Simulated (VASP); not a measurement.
A run of VASP 6.6.1 is set up as follows.

File INCAR:

```
SYSTEM = Ir
  ALGO = Normal
  EDIFF = 1E-6
  ENCUT = 520
  GGA = PE
  ISIF = 2
  ISMEAR = 0
  LASPH = .True.
  LCHARG = .False.
  LREAL = .False.
  LWAVE = .False.
  NBANDS = 10
  NELM = 80
  PREC = Accurate
  SIGMA = 0.15
```

The input KPOINTS:

```
k-points
0
Gamma
  22 22 22
  0 0 0
```

File POSCAR:

```
Ir
1.0
    0.0000000000      1.9811086043      1.7873561828
    1.9811086043      0.0000000000      1.7873561828
    1.9811086043      1.9811086043      0.0000000000
Ir
1
Direct
    0.0000000000      0.0000000000      0.0000000000
```

Potentials or basis: VASP PAW PBE potentials, release 64 (Ir).

Run with:

```bash
$ cat potpaw_PBE.64/Ir/POTCAR > POTCAR
$ mpirun -np 1 vasp_std > vasp.out
```

(1) Estimate the band gap on the k mesh.

(2) What does it give for the pressure?

## Answers

(1) zero (an odd number of electrons rules out a gap without spin polarisation).

(2) 15.4 GPa.

Caveat: the stress differs along the axes, from 4 to 39 GPa; spin-orbit coupling is left out, which moves the levels of the heavy elements.
